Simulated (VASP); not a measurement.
**LiH: relaxation of cell and atoms with PBEsol**

Crystal: LiH.

```
Li H
1.0
     6.43242    0.02923   -0.05651
    -1.59545    2.80117   -0.03471
    -0.03534   -0.07053    4.09133
Li H
4 4
Direct
  0.16717 0.62893 0.24107
  0.34972 0.40650 0.75419
  0.68237 0.67914 0.25082
  0.83848 0.33620 0.71654
  0.31622 0.33800 0.23680
  0.17217 0.66827 0.74862
  0.84064 0.34644 0.26153
  0.68311 0.70253 0.73957
```

| Property | Result |
| --- | --- |
| Program | VASP 6.6.1 |
| Task | relaxation of cell and atoms |
| Functional | PBEsol |
| Potentials or basis | VASP PAW PBE potentials, release 64 (Li_sv, H) |
| Cutoff | 600 eV |
| k mesh | 6 × 6 × 4 |
| Occupations | fermi-dirac, width 0.05 eV |
| Spin | no spin polarisation |
| Dipole correction | no |
| Further INCAR settings | ALGO = Normal; EDIFF = 1e-07; IBRION = 2; EDIFFG = -0.01; NSW = 100; ISIF = 3 |

| Property | Result |
| --- | --- |
| Relaxed volume | 9.14 Å³/atom |
| Relaxed cell | a = 6.492 Å, b = 3.235 Å, c = 4.038 Å, α = 90.01°, β = 90.01°, γ = 120.47° |
| Space group after relaxing (to 0.1 Å) | P6_3/mmc (No. 194) |
| Energy gained by relaxing | 30.3 meV/atom |
| Ionic steps | 11 |
| Pressure after relaxing | 0.0 GPa |
| Largest force after relaxing | 0.008 eV/Å |
| Band gap on the k mesh | 1.51 eV (least direct gap 2.13 eV) |

Forces in eV/Å, atoms in the order of the input:
```
Li  -0.002  0.003  0.000
Li  -0.002 -0.006  0.005
Li  -0.002  0.001  0.006
Li   0.003  0.001  0.001
H    0.005 -0.002 -0.003
H   -0.004 -0.001 -0.003
H    0.000  0.005 -0.001
H    0.002 -0.001 -0.006
```

Stress tensor (GPa, compression positive):
```
-0.06  0.03  0.01
 0.03  0.05  0.01
 0.01  0.01  0.00
```

Step by step:
```csv
step,energy change (eV),largest force (eV/Å),pressure (GPa),volume (Å³)
1,0.0000,0.9201,0.56,73.88
2,-0.1151,0.4968,-0.01,74.23
3,-0.1939,0.2588,-0.57,74.87
4,-0.2145,0.1778,-0.46,74.43
5,-0.2340,0.1135,-0.10,73.36
6,-0.2341,0.1155,-0.12,73.42
7,-0.2385,0.0658,-0.04,73.21
8,-0.2410,0.0497,0.09,72.88
9,-0.2418,0.0274,0.05,72.97
10,-0.2420,0.0156,0.02,73.03
11,-0.2422,0.0080,0.00,73.09
```

Final structure:
```
Li H
1.0
     6.49181   -0.02017   -0.00094
    -1.63204    2.79336   -0.00063
     0.00012    0.00028    4.03764
Li H
4 4
Direct
  0.17296 0.67982 0.24339
  0.33972 0.34983 0.74298
  0.67295 0.67692 0.24275
  0.83940 0.34650 0.74316
  0.33934 0.34942 0.24429
  0.17325 0.68051 0.74418
  0.83926 0.34562 0.24399
  0.67301 0.67741 0.74441
```

Levels at points of the mesh, in eV from the valence-band top:
| k point | band 5 | band 6 | band 7 | band 8 | band 9 | band 10 | band 11 | band 12 |
| --- | --- | --- | --- | --- | --- | --- | --- | --- |
| (0.00, 0.00, 0.00) | -5.44 | -2.91 | -2.20 | 0.00 | 2.81 | 4.31 | 6.60 | 7.11 |
| (0.50, 0.00, 0.00) | -4.69 | -4.69 | -0.49 | -0.49 | 3.95 | 3.95 | 6.21 | 6.21 |
| (0.00, 0.50, 0.00) | -2.94 | -2.88 | -2.24 | -2.19 | 4.28 | 4.38 | 6.56 | 6.62 |
| (0.50, 0.50, 0.00) | -3.29 | -3.28 | -1.39 | -1.39 | 2.58 | 2.58 | 6.13 | 6.13 |
| (0.00, 0.00, 0.50) | -3.90 | -3.90 | -2.54 | -2.54 | 4.06 | 4.06 | 9.33 | 9.34 |
| (0.50, 0.00, 0.50) | -3.34 | -3.34 | -3.34 | -3.34 | 6.65 | 6.65 | 6.66 | 6.66 |
| (0.00, 0.50, 0.50) | -2.58 | -2.58 | -2.52 | -2.52 | 4.05 | 4.05 | 4.06 | 4.06 |
| (0.50, 0.50, 0.50) | -2.55 | -2.55 | -2.53 | -2.53 | 4.36 | 4.36 | 4.37 | 4.37 |

It took 16 min on 1 thread of Intel Xeon 8259CL (shared host), peak memory 0.26 GiB.

Caveat: the cutoff is under 1.25 times the usual one of these potentials, so pressure, stress and relaxed cells hold a basis-set (Pulay) error; the PAW data sets were made with another functional, which shifts forces and pressure a little. A k mesh can miss the band edges.
